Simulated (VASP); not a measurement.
# Cu2W (Fm-3m) in VASP: further runs

The runs below take Cu2W through relaxation of cell and atoms, single point, with PBE.

Program: VASP 6.6.1. These are calculated values, not measurements. Logs are shortened: lines on timing, memory, paths and dates and some standing lists are left out, and cuts for length are marked.

### Step 1. The cell of the first run

It takes space group Fm-3m (No. 225, cubic). Conventional cell: a = 5.791 Å, b = 5.791 Å, c = 5.791 Å, α = 90.00°, β = 90.00°, γ = 90.00°. Cu (site symmetry -43m) has 4 W at 2.51 Å and 6 Cu at 2.90 Å within 3.3 Å. Within 3.3 Å of W (site symmetry m-3m) lie 8 Cu at 2.51 Å.

### Step 2. Relaxation of cell and atoms, PBE

INCAR reads:

```
SYSTEM = Cu2W
PREC = Accurate
ENCUT = 600
EDIFF = 1E-6
ISMEAR = 0
SIGMA = 0.1
LREAL = .FALSE.
LASPH = .TRUE.
NELM = 100
ALGO = Fast
ISIF = 3
LWAVE = .FALSE.
LCHARG = .FALSE.
GGA = PE
IBRION = 2
NSW = 100
EDIFFG = -0.01
```

KPOINTS reads:

```
Automatic mesh
0
G
  14 14 14
  0 0 0
```

POSCAR reads:

```
Cu2W
1.0
    0.0000000000      2.8953533828      2.8953533828
    2.8953533828      0.0000000000      2.8953533828
    2.8953533828      2.8953533828      0.0000000000
Cu W
2 1
Direct
    0.2500000000      0.2500000000      0.2500000000
    0.7500000000      0.7500000000      0.7500000000
    0.0000000000      0.0000000000      0.0000000000
```

Potentials or basis: VASP PAW PBE potentials, release 64 (Cu, W_sv).

Command:

```console
> cat potpaw_PBE.64/Cu/POTCAR potpaw_PBE.64/W_sv/POTCAR > POTCAR
> mpirun -np 1 vasp_std > vasp.out
```

OUTCAR:

```text
SYSTEM = Cu2W
   PREC = Accurate
   ENCUT = 600
   EDIFF = 1E-6
   ISMEAR = 0
   LREAL = .FALSE.
   LASPH = .TRUE.
   NELM = 100
   ISIF = 3
   GGA = PE
   IBRION = 2
   NSW = 100
   EDIFFG = -0.01

 ion  position               nearest neighbor table
   1  0.250  0.250  0.250-   3 2.51   3 2.51   3 2.51   3 2.51
   2  0.750  0.750  0.750-   3 2.51   3 2.51   3 2.51   3 2.51
   3  0.000  0.000  0.000-   1 2.51   2 2.51   2 2.51   2 2.51   2 2.51   1 2.51   1 2.51   1 2.51

  LATTYP: Found a face centered cubic cell.
 ALAT       =     5.7907067656

  Lattice vectors:

 A1 = (   0.0000000000,   2.8953533828,   2.8953533828)
 A2 = (   2.8953533828,   0.0000000000,   2.8953533828)
 A3 = (   2.8953533828,   2.8953533828,   0.0000000000)

Analysis of symmetry for initial positions (statically):
=====================================================================
 Subroutine PRICEL returns:
 Original cell was already a primitive cell.

 Routine SETGRP: Setting up the symmetry group for a
 face centered cubic supercell.

 Subroutine GETGRP returns: Found 48 space group operations
 (whereof 48 operations were pure point group operations)
 out of a pool of 48 trial point group operations.

The static configuration has the point symmetry O_h .

Analysis of symmetry for dynamics (positions and initial velocities):
=====================================================================
 Subroutine PRICEL returns:
 Original cell was already a primitive cell.

 Routine SETGRP: Setting up the symmetry group for a
 face centered cubic supercell.

 Subroutine GETGRP returns: Found 48 space group operations
 (whereof 48 operations were pure point group operations)
 out of a pool of 48 trial point group operations.

The dynamic configuration has the point symmetry O_h .

 Subroutine INISYM returns: Found 48 space group operations
 (whereof 48 operations are pure point group operations),
 and found     1 'primitive' translations

----------------------------------------------------------------------------------------

                                     Primitive cell

  volume of cell :      48.5439

  direct lattice vectors                    reciprocal lattice vectors
     0.000000000  2.895353383  2.895353383    -0.172690492  0.172690492  0.172690492
     2.895353383  0.000000000  2.895353383     0.172690492 -0.172690492  0.172690492
     2.895353383  2.895353383  0.000000000     0.172690492  0.172690492 -0.172690492

  length of vectors
     4.094648022  4.094648022  4.094648022     0.299108706  0.299108706  0.299108706

  position of ions in fractional coordinates (direct lattice)
     0.250000000  0.250000000  0.250000000
     0.750000000  0.750000000  0.750000000
     0.000000000  0.000000000  0.000000000

  ion indices of the primitive-cell ions
   primitive index   ion index
                 1           1
                 2           2
                 3           3

----------------------------------------------------------------------------------------

 KPOINTS: Automatic mesh

Automatic generation of k-mesh.
 Grid dimensions read from file:
 generate k-points for:   14   14   14

 Generating k-lattice:

  Cartesian coordinates                     Fractional coordinates (reciprocal lattice)
    -0.012335035  0.012335035  0.012335035     0.071428571  0.000000000  0.000000000
     0.012335035 -0.012335035  0.012335035     0.000000000  0.071428571  0.000000000
     0.012335035  0.012335035 -0.012335035     0.000000000  0.000000000  0.071428571

  Length of vectors
     0.021364908  0.021364908  0.021364908

  Shift w.r.t. Gamma in fractional coordinates (k-lattice)
     0.000000000  0.000000000  0.000000000

 Subroutine IBZKPT returns following result:
 ===========================================

 Found    104 irreducible k-points:

 Following reciprocal coordinates:
            Coordinates               Weight
  0.000000  0.000000  0.000000      1.000000
  0.071429  0.000000  0.000000      8.000000
  0.142857  0.000000  0.000000      8.000000
  0.214286  0.000000  0.000000      8.000000
  0.285714  0.000000  0.000000      8.000000
  0.357143  0.000000  0.000000      8.000000
[... 16 lines left out ...]
  0.214286  0.142857  0.000000     24.000000
  0.285714  0.142857  0.000000     24.000000
 [... further k-points ...]
   k-points           NKPTS =    104   k-points in BZ     NKDIM =    104   number of bands    NBANDS=     22
   number of dos      NEDOS =    301   number of ions     NIONS =      3
   total plane-waves  NPLWV =  46656
   dimension x,y,z NGX =    36 NGY =   36 NGZ =   36
   dimension x,y,z NGXF=    72 NGYF=   72 NGZF=   72
   ions per type =               2   1
   NGX,Y,Z   is equivalent  to a cutoff of  14.62, 14.62, 14.62 a.u.
   NGXF,Y,Z  is equivalent  to a cutoff of  29.23, 29.23, 29.23 a.u.
 SYSTEM =  Cu2W
   PREC   = accura    normal or accurate (medium, high low for compatibility)
   ISTART =      0    job   : 0-new  1-cont  2-samecut
   ICHARG =      2    charge: 1-file 2-atom 10-const
   ISPIN  =      1    spin polarized calculation?
   LNONCOLLINEAR =      F non collinear calculations
   LSORBIT =      F    spin-orbit coupling
   LASPH  =      T    aspherical Exc in radial PAW
   ENCUT  =  600.0 eV  44.10 Ry    6.64 a.u.   8.18  8.18  8.18*2*pi/ulx,y,z
   NELM   =    100;   NELMIN=  2; NELMDL= -5     # of ELM steps
   EDIFF  = 0.1E-05   stopping-criterion for ELM
   LREAL  =      F    real-space projection
   EDIFFG = -.1E-01   stopping-criterion for IOM
   NSW    =    100    number of steps for IOM
   IBRION =      2    ionic relax: 0-MD 1-quasi-New 2-CG
   NFREE  =      1    steps in history (QN), initial steepest desc. (CG)
   ISIF   =      3    stress and relaxation
   ISYM   =      2    0-nonsym 1-usesym 2-fastsym
   POTIM  = 0.5000    time-step for ionic-motion
   TEBEG  =    0.0;   TEEND  =   0.0 temperature during run
   PSTRESS=    0.0 pullay stress
   NELECT =      36.0000    total number of electrons
   NUPDOWN=      -1.0000    fix difference up-down
   EMIN   =  10.00;   EMAX   =-10.00  energy-range for DOS
   EFERMI =   0.00;   METHOD = LEGACY
   ISMEAR =     0;   SIGMA  =   0.10  broadening in eV -4-tet -1-fermi 0-gaus
   EFERMI_NEDOS =   21; number of points for ismear=-14 and -15
   IALGO  =     68    algorithm
   IMIX   =      4    mixing-type and parameters
     AMIX     =   0.40;   BMIX     =  1.00
     AMIX_MAG =   1.60;   BMIX_MAG =  1.00
  volume/ion in A,a.u.               =      16.18       109.20
  Fermi-wavevector in a.u.,A,eV,Ry     =   1.481827  2.800246 29.875815  2.195810
  Thomas-Fermi vector in A             =   2.595689
   LORBIT       =      0    0 simple, 1 ext, 2 COOP (PROOUT), +10 PAW based schemes
   GGA     = PE    functional components
   LHFCALC =     F    Hartree Fock is set to
   AEXX    =    0.0000 exact exchange contribution
   IVDW    =     0    specifies the selected vdW correction
   LEPSILON=     F    determine dielectric tensor
   LRPA    =     F    only Hartree local field effects (RPA)
 conjugate gradient relaxation of ions
 non-spin polarized calculation
 RMM-DIIS sequential band-by-band and
 Gauss-broadening in eV      SIGMA  =   0.10
  energy-cutoff  :      600.00
  volume of cell :       48.54
 maximum number of plane-waves:      1639
 NGX is ok and might be reduce to    36
   NGX = 17   NGY = 17   NGZ = 17

--------------------------------------- Ionic step        1  -------------------------------------------

 number of electron      36.0000015 magnetization

 Free energy of the ion-electron system (eV)
  ---------------------------------------------------
  ext. energy  EPLUGINS =         0.00000000
  ---------------------------------------------------
  free energy    TOTEN  =       -16.88538111 eV

  energy without entropy =      -16.88079871  energy(sigma->0) =      -16.88308991

------------------------ aborting loop because EDIFF is reached ----------------------------------------

  FORCE on cell =-STRESS in cart. coord.  units (eV):
  Direction    XX          YY          ZZ          XY          YZ          ZX
  --------------------------------------------------------------------------------------
  -------------------------------------------------------------------------------------
  Total        0.1643195      0.1643195      0.1643195      0.0000000      0.0000000     -0.0000000
  in kB        5.4233182      5.4233182      5.4233182      0.0000000      0.0000000     -0.0000000
  external PRESSURE =       5.4233182 kB  Pullay stress =       0.0000000 kB
[... 133 lines left out ...]
  energy  without entropy=      -16.8810659771  energy(sigma->0) =      -16.88338978

--------------------------------------- Ionic step        5  -------------------------------------------

 number of electron      36.0000016 magnetization

 Free energy of the ion-electron system (eV)
  ---------------------------------------------------
  ext. energy  EPLUGINS =         0.00000000
  ---------------------------------------------------
  free energy    TOTEN  =       -16.88572385 eV

  energy without entropy =      -16.88108279  energy(sigma->0) =      -16.88340332

 E-fermi :   6.6061     XC(G=0): -11.7445

 val. band max:        6.6057956300   @ k =   0.2857   0.2857   0.0000
 cond. band min:       6.6141568722   @ k =  -0.3571   0.3571   0.0000
 fundamental gap:      0.0083612423
 Fermi energy:         6.6061290725

 k-point     1 :       0.0000    0.0000    0.0000
  band No.  band energies     occupation
      1     -67.7096      2.00000
      2     -31.9008      2.00000
      3     -31.9008      2.00000
      4     -31.9008      2.00000
      5      -1.5701      2.00000
      6       2.0159      2.00000
[... 574 lines left out ...]
      6       2.1961      2.00000
[... 14 lines left out ...]
     21      10.9049      0.00000
     22      12.5502      0.00000

 [... further k-points ...]
[... 5 lines left out ...]
  --------------------------------------------------------------------------------------
  -------------------------------------------------------------------------------------
  Total        0.0012192      0.0012192      0.0012192      0.0000000      0.0000000      0.0000000
  in kB        0.0400620      0.0400620      0.0400620      0.0000000      0.0000000      0.0000000
  external PRESSURE =       0.0400620 kB  Pullay stress =       0.0000000 kB
[... 18 lines left out ...]
  FREE ENERGIE OF THE ION-ELECTRON SYSTEM (eV)
  ---------------------------------------------------
  free  energy   TOTEN  =       -16.8857238520 eV

  energy  without entropy=      -16.8810827915  energy(sigma->0) =      -16.88340332

 reached required accuracy - stopping structural energy minimisation
```

It took 7.3 min on 1 thread of Intel Xeon Platinum 8488C (Sapphire Rapids), shared host; peak memory 0.31 GiB.

Results:

| Property | Result |
| --- | --- |
| Free energy | -16.8857 eV |
| Relaxed volume | 16.25 Å³/atom |
| Relaxed cell | a = 4.101 Å, b = 4.101 Å, c = 4.101 Å, α = 60.00°, β = 60.00°, γ = 60.00° |
| Space group after relaxing (to 0.05 Å) | Fm-3m (No. 225) |
| Energy gained by relaxing | 0.1 meV/atom |
| Ionic steps | 5 |
| Pressure after relaxing | 0.0 GPa |
| Band gap on the k mesh | zero (band 18 reaches 6.99 eV, above the bottom of band 19 at 6.26 eV) |

Step by step:
```tsv
step	energy change (eV)	largest force (eV/Å)	pressure (GPa)	volume (Å³)
1	0.0000	0.0000	0.54	48.54
2	0.0000	0.0000	-0.58	48.93
3	-0.0003	0.0000	0.13	48.74
4	-0.0003	0.0000	-0.12	48.77
5	-0.0003	0.0000	0.00	48.76
```

Final structure:
```yaml
crystal:
  lattice:
    - [0.00000, 2.89961, 2.89961]
    - [2.89961, 0.00000, 2.89961]
    - [2.89961, 2.89961, 0.00000]
  atoms:
    - { symbol: Cu, position: [0.25000, 0.25000, 0.25000] }
    - { symbol: Cu, position: [0.75000, 0.75000, 0.75000] }
    - { symbol: W, position: [0.00000, 0.00000, 0.00000] }
```

Caveat: spin-orbit coupling is left out, which moves the levels of the heavy elements.

### Step 3. Single point, PBE

INCAR reads:

```
PREC = Accurate
ENCUT = 700
EDIFF = 1E-6
ISMEAR = 0
SIGMA = 0.1
LREAL = False
LASPH = True
NELM = 120
ALGO = Normal
ISIF = 2
LWAVE = False
LCHARG = True
GGA = PE
LELF = True
LVHAR = True
NBANDS = 33
GGA_COMPAT = False
```

KPOINTS reads:

```
regular mesh
0
Gamma
  14 14 14
```

POSCAR reads:

```
Cu2W
1.0
    0.0000000000      2.8958864905      2.8958864905
    2.8958864905      0.0000000000      2.8958864905
    2.8958864905      2.8958864905      0.0000000000
Cu W
2 1
Direct
    0.2500000000      0.2500000000      0.2500000000
    0.7500000000      0.7500000000      0.7500000000
    0.0000000000      0.0000000000      0.0000000000
```

Potentials or basis: VASP PAW PBE potentials, release 64 (Cu_sv_GW, W_sv).

Command:

```console
> cat potpaw_PBE.64/Cu_sv_GW/POTCAR potpaw_PBE.64/W_sv/POTCAR > POTCAR
> mpirun -np 1 vasp_std > vasp.out
```

Wall time 2.7 min (1 thread of Intel Xeon 6975P-C (Granite Rapids), shared host); peak memory 0.41 GiB.

The run converged. Its results:

```yaml
Free_energy: -17.0697 eV
Pressure: -2.3 GPa
Band_gap_on_the_k_mesh: zero (band 26 reaches 7.04 eV, above the bottom of band 27 at 6.30 eV)
```

Levels at points of the mesh, in eV from the Fermi level:
| k point | band 23 | band 24 | band 25 | band 26 | band 27 | band 28 | band 29 | band 30 |
| --- | --- | --- | --- | --- | --- | --- | --- | --- |
| (0.00, 0.00, 0.00) | -2.62 | -1.45 | -1.45 | -1.45 | 1.03 | 1.03 | 6.50 | 9.20 |
| (0.50, 0.00, 0.00) | -3.31 | -2.91 | -0.59 | -0.59 | 1.07 | 1.07 | 1.24 | 5.53 |
| (0.50, 0.50, 0.00) | -2.65 | -1.57 | -1.37 | 0.38 | 1.02 | 1.02 | 1.37 | 1.37 |

Caveat: spin-orbit coupling is left out, which moves the levels of the heavy elements.
